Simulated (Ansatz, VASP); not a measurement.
**CdO2: VASP beside Ansatz**

```xyz
3
Lattice="3.5444 0.0000 0.0000 -1.7722 3.0695 0.0000 0.0000 0.0000 4.2294" Properties=species:S:1:pos:R:3 pbc="T T T"
Cd    0.0000    0.0000    0.0000
O     1.7722    1.0232    3.1965
O     0.0000    2.0464    1.0329
```

Alike in both runs: task single point; functional r2SCAN; k mesh 10 × 10 × 7; occupations gaussian, width 0.02 eV; no spin polarisation.

|  | VASP | Ansatz |
| --- | --- | --- |
| version | VASP 6.6.1 | Ansatz 0.2.0 |
| potentials or method | VASP PAW PBE potentials, release 64 (Cd, O), cutoff 520 eV | plane waves, PAW |
| valence electrons in the cell | 24 | 32 |

```csv
,VASP,Ansatz,Ansatz less VASP
pressure (GPa),-12.0,-13.0,-1.04
"traceless stress, the component that is largest in VASP (GPa)",1.23,1.77,+0.536
```

VASP's potentials were made for PBE, not for r2SCAN. VASP's potentials hold 24 valence electrons a cell and Ansatz's 32, so a difference there can come from the potentials and not from the codes.
